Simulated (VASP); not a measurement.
# SnSe (Pnma) in VASP: further runs

Runs on SnSe. Level: PBE. Tasks: single point.

All numbers are computed with VASP 6.6.1; they aren't measurements. Logs are shortened: lines on timing, memory, paths and dates and some standing lists are left out, and cuts for length are marked.

### Step 1. The cell of the first run

The structure is orthorhombic, space group Pnma (No. 62). The conventional cell has a = 11.622 Å, b = 4.088 Å, c = 4.749 Å, α = 90.00°, β = 90.00°, γ = 90.00°. Sn (site symmetry m) has 6 Se at 2.76 to 3.58 Å and 2 Sn at 3.65 Å within 3.7 Å. Se (site symmetry m) has 6 Sn at 2.76 to 3.58 Å within 3.6 Å.

### Step 2. Single point, PBE (epitaxial xy strain -1.0%)

INCAR

```
ALGO = Normal
EDIFF = 1E-7
ENCUT = 520
GGA = PE
ISIF = 2
ISMEAR = -1
LASPH = True
LCHARG = False
LREAL = False
LWAVE = False
NBANDS = 50
NELM = 80
PREC = Accurate
SIGMA = 0.02
```

KPOINTS

```
k-points
0
Gamma
  2 6 6
```

POSCAR

```
SnSe
1.0
   11.6218653487      0.0000000000      0.0000000000
    0.0000000000      4.0881790884      0.0000000000
    0.0000000000      0.0000000000      4.7494050109
Sn Se
4 4
Direct
    0.6192902571      0.7500000000      0.3732801857
    0.8807097429      0.2500000000      0.8732801857
    0.3807097429      0.2500000000      0.6267198143
    0.1192902571      0.7500000000      0.1267198143
    0.1478683915      0.2500000000      0.5108248340
    0.6478683915      0.2500000000      0.9891751660
    0.3521316085      0.7500000000      0.0108248340
    0.8521316085      0.7500000000      0.4891751660
```

Potentials or basis: VASP PAW PBE potentials, release 64 (Sn_d, Se).

The run is started by

```
$ cat potpaw_PBE.64/Sn_d/POTCAR potpaw_PBE.64/Se/POTCAR > POTCAR
$ mpirun -np 1 vasp_std > vasp.out
```

OUTCAR:

```text
EDIFF = 1E-7
   ENCUT = 520
   GGA = PE
   ISIF = 2
   ISMEAR = -1
   LASPH = True
   LREAL = False
   NELM = 80
   PREC = Accurate

 ion  position               nearest neighbor table
   1  0.619  0.750  0.373-   6 2.76   6 2.76   8 2.76   3 3.65   3 3.65
   2  0.881  0.250  0.873-   8 2.76   8 2.76   6 2.76   4 3.65   4 3.65
   3  0.381  0.250  0.627-   7 2.76   7 2.76   5 2.76   1 3.65   1 3.65
   4  0.119  0.750  0.127-   5 2.76   5 2.76   7 2.76   2 3.65   2 3.65
   5  0.148  0.250  0.511-   4 2.76   4 2.76   3 2.76
   6  0.648  0.250  0.989-   1 2.76   1 2.76   2 2.76
   7  0.352  0.750  0.011-   3 2.76   3 2.76   4 2.76
   8  0.852  0.750  0.489-   2 2.76   2 2.76   1 2.76

  LATTYP: Found a simple orthorhombic cell.
 ALAT       =     4.0881790884
 B/A-ratio  =     1.1617409385
 C/A-ratio  =     2.8427975139

  Lattice vectors:

 A1 = (   0.0000000000,   4.0881790884,   0.0000000000)
 A2 = (   0.0000000000,   0.0000000000,   4.7494050109)
 A3 = (  11.6218653487,   0.0000000000,   0.0000000000)

Analysis of symmetry for initial positions (statically):
=====================================================================
 Subroutine PRICEL returns:
 Original cell was already a primitive cell.

 Routine SETGRP: Setting up the symmetry group for a
 simple orthorhombic supercell.

 Subroutine GETGRP returns: Found  8 space group operations
 (whereof  2 operations were pure point group operations)
 out of a pool of  8 trial point group operations.

The static configuration has the point symmetry S_2 .
 The point group associated with its full space group is D_2h.

Analysis of symmetry for dynamics (positions and initial velocities):
=====================================================================
 Subroutine PRICEL returns:
 Original cell was already a primitive cell.

 Routine SETGRP: Setting up the symmetry group for a
 simple orthorhombic supercell.

 Subroutine GETGRP returns: Found  8 space group operations
 (whereof  2 operations were pure point group operations)
 out of a pool of  8 trial point group operations.

The dynamic configuration has the point symmetry S_2 .
 The point group associated with its full space group is D_2h.

 Subroutine INISYM returns: Found  8 space group operations
 (whereof  2 operations are pure point group operations),
 and found     1 'primitive' translations

----------------------------------------------------------------------------------------

                                     Primitive cell

  volume of cell :     225.6550

  direct lattice vectors                    reciprocal lattice vectors
    11.621865349  0.000000000  0.000000000     0.086044707  0.000000000  0.000000000
     0.000000000  4.088179088  0.000000000     0.000000000  0.244607679  0.000000000
     0.000000000  0.000000000  4.749405011     0.000000000  0.000000000  0.210552690

  length of vectors
    11.621865349  4.088179088  4.749405011     0.086044707  0.244607679  0.210552690

  position of ions in fractional coordinates (direct lattice)
     0.619290257  0.750000000  0.373280186
     0.880709743  0.250000000  0.873280186
     0.380709743  0.250000000  0.626719814
     0.119290257  0.750000000  0.126719814
     0.147868391  0.250000000  0.510824834
     0.647868391  0.250000000  0.989175166
     0.352131609  0.750000000  0.010824834
     0.852131609  0.750000000  0.489175166

  ion indices of the primitive-cell ions
   primitive index   ion index
                 1           1
                 2           2
                 3           3
                 4           4
                 5           5
                 6           6
                 7           7
                 8           8

----------------------------------------------------------------------------------------

 KPOINTS: k-points

Automatic generation of k-mesh.
 Grid dimensions read from file:
 generate k-points for:    2    6    6

 Generating k-lattice:

  Cartesian coordinates                     Fractional coordinates (reciprocal lattice)
     0.043022354  0.000000000  0.000000000     0.500000000  0.000000000  0.000000000
     0.000000000  0.040767947  0.000000000     0.000000000  0.166666667  0.000000000
     0.000000000  0.000000000  0.035092115     0.000000000  0.000000000  0.166666667

  Length of vectors
     0.043022354  0.040767947  0.035092115

  Shift w.r.t. Gamma in fractional coordinates (k-lattice)
     0.000000000  0.000000000  0.000000000

 Subroutine IBZKPT returns following result:
 ===========================================

 Found     32 irreducible k-points:

 Following reciprocal coordinates:
            Coordinates               Weight
  0.000000  0.000000  0.000000      1.000000
  0.500000  0.000000  0.000000      1.000000
  0.000000  0.166667  0.000000      2.000000
  0.500000  0.166667  0.000000      2.000000
  0.000000  0.333333  0.000000      2.000000
  0.500000  0.333333  0.000000      2.000000
[... 16 lines left out ...]
  0.000000  0.500000  0.333333      2.000000
  0.500000  0.500000  0.333333      2.000000
 [... further k-points ...]
   k-points           NKPTS =     32   k-points in BZ     NKDIM =     32   number of bands    NBANDS=     50
   number of dos      NEDOS =    301   number of ions     NIONS =      8
   total plane-waves  NPLWV =  97200
   dimension x,y,z NGX =    90 NGY =   30 NGZ =   36
   dimension x,y,z NGXF=   180 NGYF=   60 NGZF=   72
   ions per type =               4   4
   NGX,Y,Z   is equivalent  to a cutoff of  12.87, 12.20, 12.60 a.u.
   NGXF,Y,Z  is equivalent  to a cutoff of  25.75, 24.40, 25.20 a.u.
 SYSTEM =  unknown system
   PREC   = accura    normal or accurate (medium, high low for compatibility)
   ISTART =      0    job   : 0-new  1-cont  2-samecut
   ICHARG =      2    charge: 1-file 2-atom 10-const
   ISPIN  =      1    spin polarized calculation?
   LNONCOLLINEAR =      F non collinear calculations
   LSORBIT =      F    spin-orbit coupling
   LASPH  =      T    aspherical Exc in radial PAW
   ENCUT  =  520.0 eV  38.22 Ry    6.18 a.u.  21.61  7.60  8.83*2*pi/ulx,y,z
   NELM   =     80;   NELMIN=  2; NELMDL= -5     # of ELM steps
   EDIFF  = 0.1E-06   stopping-criterion for ELM
   LREAL  =      F    real-space projection
   EDIFFG = 0.1E-05   stopping-criterion for IOM
   NSW    =      0    number of steps for IOM
   IBRION =     -1    ionic relax: 0-MD 1-quasi-New 2-CG
   NFREE  =      0    steps in history (QN), initial steepest desc. (CG)
   ISIF   =      2    stress and relaxation
   ISYM   =      2    0-nonsym 1-usesym 2-fastsym
   POTIM  = 0.5000    time-step for ionic-motion
   TEBEG  =    0.0;   TEEND  =   0.0 temperature during run
   PSTRESS=    0.0 pullay stress
   NELECT =      80.0000    total number of electrons
   NUPDOWN=      -1.0000    fix difference up-down
   EMIN   =  10.00;   EMAX   =-10.00  energy-range for DOS
   EFERMI =   0.00;   METHOD = LEGACY
   ISMEAR =    -1;   SIGMA  =   0.02  broadening in eV -4-tet -1-fermi 0-gaus
   EFERMI_NEDOS =   21; number of points for ismear=-14 and -15
   IALGO  =     38    algorithm
   IMIX   =      4    mixing-type and parameters
     AMIX     =   0.40;   BMIX     =  1.00
     AMIX_MAG =   1.60;   BMIX_MAG =  1.00
  volume/ion in A,a.u.               =      28.21       190.35
  Fermi-wavevector in a.u.,A,eV,Ry     =   1.158661  2.189552 18.265768  1.342496
  Thomas-Fermi vector in A             =   2.295261
   LORBIT       =      0    0 simple, 1 ext, 2 COOP (PROOUT), +10 PAW based schemes
   GGA     = PE    functional components
[... 5 lines left out ...]
 non-spin polarized calculation
  energy-cutoff  :      520.00
  volume of cell :      225.65
 maximum number of plane-waves:      6125
 NGX is ok and might be reduce to    90
   NGX = 43   NGY = 15   NGZ = 17

 number of electron      80.0000007 magnetization

 Free energy of the ion-electron system (eV)
  ---------------------------------------------------
  ext. energy  EPLUGINS =         0.00000000
  ---------------------------------------------------
  free energy    TOTEN  =       -32.80206405 eV

  energy without entropy =      -32.80206405  energy(sigma->0) =      -32.80206405

 E-fermi :   5.1517     XC(G=0):  -9.4094

 val. band max:        4.7926758440   @ k =   0.0000   0.0000   0.3333
 cond. band min:       5.5093776437   @ k =   0.0000   0.3333   0.0000
 fundamental gap:      0.7167017997
 Fermi energy:         5.1516943270

 k-point     1 :       0.0000    0.0000    0.0000
  band No.  band energies     occupation
      1     -16.4303      2.00000
      2     -16.4198      2.00000
      3     -16.4151      2.00000
      4     -16.4091      2.00000
      5     -16.4081      2.00000
      6     -16.4048      2.00000
[... 42 lines left out ...]
     49       9.5162      0.00000
     50       9.8211      0.00000

 k-point     2 :       0.5000    0.0000    0.0000
  band No.  band energies     occupation
      1     -16.4262      2.00000
      2     -16.4262      2.00000
      3     -16.4112      2.00000
      4     -16.4112      2.00000
      5     -16.4071      2.00000
      6     -16.4071      2.00000
[... 42 lines left out ...]
     49       9.4402      0.00000
     50       9.4402      0.00000

 k-point     3 :       0.0000    0.1667    0.0000
  band No.  band energies     occupation
      1     -16.4249      2.00000
      2     -16.4180      2.00000
      3     -16.4114      2.00000
      4     -16.4098      2.00000
      5     -16.4080      2.00000
      6     -16.4056      2.00000
[... 1102 lines left out ...]
     49       9.4361      0.00000
     50       9.4361      0.00000

 k-point    24 :       0.5000    0.5000    0.3333
  band No.  band energies     occupation
      1     -16.4249      2.00000
      2     -16.4249      2.00000
      3     -16.4249      2.00000
      4     -16.4249      2.00000
      5     -16.3974      2.00000
      6     -16.3974      2.00000
[... 42 lines left out ...]
     49      10.1902      0.00000
     50      10.1902      0.00000

 [... further k-points ...]

------------------------ aborting loop because EDIFF is reached ----------------------------------------

  FORCE on cell =-STRESS in cart. coord.  units (eV):
  Direction    XX          YY          ZZ          XY          YZ          ZX
  --------------------------------------------------------------------------------------
  -------------------------------------------------------------------------------------
  Total        2.1251479      2.5982598      1.4421109      0.0000000      0.0000000      0.0000000
  in kB       15.0888031     18.4479534     10.2391592      0.0000000      0.0000000      0.0000000
  external PRESSURE =      14.5919719 kB  Pullay stress =       0.0000000 kB

 VOLUME and BASIS-vectors are now :
 -----------------------------------------------------------------------------
  energy-cutoff  :      520.00
  volume of cell :      225.65
      direct lattice vectors                 reciprocal lattice vectors
    11.621865349  0.000000000  0.000000000     0.086044707  0.000000000  0.000000000
     0.000000000  4.088179088  0.000000000     0.000000000  0.244607679  0.000000000
     0.000000000  0.000000000  4.749405011     0.000000000  0.000000000  0.210552690

 POSITION                                       TOTAL-FORCE (eV/Angst)
 -----------------------------------------------------------------------------------
      7.19731      3.06613      1.77286        -0.180713     -0.000000      0.170604
     10.23549      1.02204      4.14756         0.180713     -0.000000      0.170604
      4.42456      1.02204      2.97655         0.180713      0.000000     -0.170604
      1.38638      3.06613      0.60184        -0.180713      0.000000     -0.170604
      1.71851      1.02204      2.42611        -0.121618     -0.000000      0.178206
      7.52944      1.02204      4.69799        -0.121618      0.000000     -0.178206
      4.09243      3.06613      0.05141         0.121618      0.000000      0.178206
      9.90336      3.06613      2.32329         0.121618      0.000000     -0.178206
 -----------------------------------------------------------------------------------
    total drift:                               -0.000000     -0.000000      0.000000

  FREE ENERGIE OF THE ION-ELECTRON SYSTEM (eV)
  ---------------------------------------------------
  free  energy   TOTEN  =       -32.8020640463 eV

  energy  without entropy=      -32.8020640456  energy(sigma->0) =      -32.80206405
```

Run time: 4.3 min. Hardware: 1 thread of Intel Xeon Platinum 8488C (Sapphire Rapids), shared host; peak memory 0.45 GiB.

Results:

```
Free energy            : -32.8021 eV
Pressure               : 1.5 GPa
Largest force          : 0.249 eV/Å
Band gap on the k mesh : 0.72 eV (least direct gap 1.09 eV)
```

Forces in eV/Å, atoms in the order of the input:
```
Sn  -0.181  0.000  0.171
Sn   0.181  0.000  0.171
Sn   0.181  0.000 -0.171
Sn  -0.181  0.000 -0.171
Se  -0.122  0.000  0.178
Se  -0.122  0.000 -0.178
Se   0.122  0.000  0.178
Se   0.122  0.000 -0.178
```

Caveat: the cell differs from its parent crystal (epitaxial xy strain -1.0%); spin-orbit coupling is left out, which moves the levels of the heavy elements. A k mesh can miss the band edges.

### Step 3. Single point, PBE

This run uses another cell than the first one, of 28.41 Å³/atom.

INCAR

```
SYSTEM = SnSe
PREC = Accurate
ENCUT = 520
EDIFF = 1E-7
ISMEAR = -1
SIGMA = 0.02
LREAL = .False.
LASPH = .True.
NELM = 100
ALGO = Normal
ISIF = 2
LWAVE = .False.
LCHARG = .False.
GGA = PE
NBANDS = 50
```

KPOINTS

```
Automatic mesh
0
Gamma
  2 6 6
  0 0 0
```

POSCAR

```
SnSe
1.0
   11.7392579279      0.0000000000      0.0000000000
    0.0000000000      4.1294738267      0.0000000000
    0.0000000000      0.0000000000      4.6880830830
Sn Se
4 4
Direct
    0.6210944227      0.7500000000      0.3785206049
    0.8789055773      0.2500000000      0.8785206049
    0.3789055773      0.2500000000      0.6214793951
    0.1210944227      0.7500000000      0.1214793951
    0.1484217487      0.2500000000      0.5095942856
    0.6484217487      0.2500000000      0.9904057144
    0.3515782513      0.7500000000      0.0095942856
    0.8515782513      0.7500000000      0.4904057144
```

Potentials or basis: VASP PAW PBE potentials, release 64 (Sn_d, Se).

The run is started by

```
$ cat potpaw_PBE.64/Sn_d/POTCAR potpaw_PBE.64/Se/POTCAR > POTCAR
$ mpirun -np 1 vasp_std > vasp.out
```

It took 4.1 min on 1 thread of Intel Xeon Platinum 8488C (Sapphire Rapids), shared host; peak memory 0.46 GiB.

The run converged. Its results:

```
Free energy            : -32.8203 eV
Pressure               : 1.2 GPa
Largest force          : 0.249 eV/Å
Band gap on the k mesh : 0.76 eV (least direct gap 1.08 eV)
```

Forces on the atoms (eV/Å):
```
Sn  -0.184  0.000  0.168
Sn   0.184  0.000  0.168
Sn   0.184  0.000 -0.168
Sn  -0.184  0.000 -0.168
Se  -0.132  0.000  0.176
Se  -0.132  0.000 -0.176
Se   0.132  0.000  0.176
Se   0.132  0.000 -0.176
```

Stress tensor (GPa, compression positive):
```
1.21 0.00 0.00
0.00 1.39 0.00
0.00 0.00 0.95
```

Levels at points of the mesh, in eV from the valence-band top:
| k point | band 36 | band 37 | band 38 | band 39 | band 40 | band 41 | band 42 | band 43 | band 44 | band 45 |
| --- | --- | --- | --- | --- | --- | --- | --- | --- | --- | --- |
| (0.00, 0.00, 0.00) | -1.73 | -1.39 | -0.90 | -0.64 | -0.19 | 0.99 | 2.69 | 2.76 | 2.82 | 3.11 |
| (0.50, 0.00, 0.00) | -1.83 | -1.60 | -1.60 | -0.38 | -0.38 | 2.46 | 2.46 | 2.56 | 2.56 | 3.66 |
| (0.00, 0.50, 0.00) | -1.71 | -1.01 | -1.01 | -0.92 | -0.92 | 1.27 | 1.27 | 1.29 | 1.29 | 2.11 |
| (0.50, 0.50, 0.00) | -2.03 | -1.11 | -1.11 | -1.11 | -1.11 | 1.52 | 1.52 | 1.52 | 1.52 | 2.44 |
| (0.00, 0.00, 0.50) | -1.34 | -0.81 | -0.81 | -0.13 | -0.13 | 1.40 | 1.40 | 1.88 | 1.88 | 2.35 |
| (0.50, 0.00, 0.50) | -1.73 | -0.52 | -0.52 | -0.16 | -0.16 | 1.43 | 1.43 | 1.87 | 1.87 | 2.40 |
| (0.00, 0.50, 0.50) | -2.92 | -1.94 | -1.94 | -1.17 | -1.17 | 2.73 | 2.73 | 2.98 | 2.98 | 4.57 |
| (0.50, 0.50, 0.50) | -3.40 | -1.30 | -1.30 | -1.30 | -1.30 | 2.58 | 2.58 | 2.58 | 2.58 | 4.44 |

Caveat: spin-orbit coupling is left out, which moves the levels of the heavy elements. A k mesh can miss the band edges.

### Step 4. Single point, PBE (epitaxial xy strain +1.0%)

INCAR

```
ALGO = Normal ; EDIFF = 1E-7
ENCUT = 520 ; GGA = PE
ISIF = 2 ; ISMEAR = -1
LASPH = T ; LCHARG = F
LREAL = F ; LWAVE = F
NBANDS = 50 ; NELM = 80
PREC = Accurate ; SIGMA = 0.02
```

KPOINTS

```
k-points
0
Gamma
  2 6 6
```

POSCAR

```
SnSe
1.0
   11.8566505072      0.0000000000      0.0000000000
    0.0000000000      4.1707685649      0.0000000000
    0.0000000000      0.0000000000      4.6323153007
Sn Se
4 4
Direct
    0.6228570554      0.7500000000      0.3828628516
    0.8771429446      0.2500000000      0.8828628516
    0.3771429446      0.2500000000      0.6171371484
    0.1228570554      0.7500000000      0.1171371484
    0.1489717077      0.2500000000      0.5090710803
    0.6489717077      0.2500000000      0.9909289197
    0.3510282923      0.7500000000      0.0090710803
    0.8510282923      0.7500000000      0.4909289197
```

The run is started by

```
$ cat potpaw_PBE.64/Sn_d/POTCAR potpaw_PBE.64/Se/POTCAR > POTCAR
$ mpirun -np 1 vasp_std > vasp.out
```

Run time: 5 min. Hardware: 1 thread of Intel Xeon Platinum 8488C (Sapphire Rapids), shared host; peak memory 0.47 GiB.

The run converged. Its results:

- Free energy: -32.8296 eV
- Pressure: 0.9 GPa
- Largest force: 0.244 eV/Å
- Band gap on the k mesh: 0.81 eV (least direct gap 1.08 eV)

Forces on the atoms (eV/Å):
```
Sn  -0.183  0.000  0.161
Sn   0.183  0.000  0.161
Sn   0.183  0.000 -0.161
Sn  -0.183  0.000 -0.161
Se  -0.141  0.000  0.169
Se  -0.141  0.000 -0.169
Se   0.141  0.000  0.169
Se   0.141  0.000 -0.169
```

Levels at points of the mesh, in eV from the valence-band top:
| k point | band 37 | band 38 | band 39 | band 40 | band 41 | band 42 | band 43 | band 44 |
| --- | --- | --- | --- | --- | --- | --- | --- | --- |
| (0.00, 0.00, 0.00) | -1.44 | -0.98 | -0.54 | -0.21 | 0.95 | 2.75 | 2.80 | 2.81 |
| (0.50, 0.00, 0.00) | -1.64 | -1.64 | -0.35 | -0.35 | 2.45 | 2.45 | 2.58 | 2.58 |
| (0.00, 0.50, 0.00) | -0.90 | -0.90 | -0.89 | -0.89 | 1.34 | 1.34 | 1.34 | 1.34 |
| (0.50, 0.50, 0.00) | -1.01 | -1.01 | -1.01 | -1.01 | 1.57 | 1.57 | 1.57 | 1.57 |
| (0.00, 0.00, 0.50) | -0.78 | -0.78 | -0.16 | -0.16 | 1.39 | 1.39 | 1.84 | 1.84 |
| (0.50, 0.00, 0.50) | -0.51 | -0.51 | -0.18 | -0.18 | 1.41 | 1.41 | 1.81 | 1.81 |
| (0.00, 0.50, 0.50) | -1.90 | -1.90 | -1.19 | -1.19 | 2.76 | 2.76 | 3.02 | 3.02 |
| (0.50, 0.50, 0.50) | -1.32 | -1.32 | -1.32 | -1.32 | 2.62 | 2.62 | 2.62 | 2.62 |

Caveat: the cell differs from its parent crystal (epitaxial xy strain +1.0%); spin-orbit coupling is left out, which moves the levels of the heavy elements. A k mesh can miss the band edges.

### Step 5. The runs side by side

| cell | gap on the mesh (eV) | pressure (GPa) | largest force (eV/Å) |
| --- | --- | --- | --- |
| a = 11.622, b = 4.088, c = 4.749 Å, 8 atoms, atomic positions A | 0.72 | 1.5 | 0.25 |
| a = 11.739, b = 4.129, c = 4.688 Å, 8 atoms, atomic positions B | 0.76 | 1.2 | 0.25 |
| a = 11.857, b = 4.171, c = 4.632 Å, 8 atoms, atomic positions C | 0.81 | 0.9 | 0.24 |

Alike in all rows: task single point; level PBE; potentials or basis VASP PAW PBE potentials, release 64 (Sn_d, Se); no spin polarisation; k mesh 2 × 6 × 6; cutoff (eV) 520; smearing fermi-dirac 0.02 eV.

Caveats: spin-orbit coupling is left out, which moves the levels of the heavy elements.

Total energies depend on the potentials used, so only differences within one code and one set of settings carry meaning.
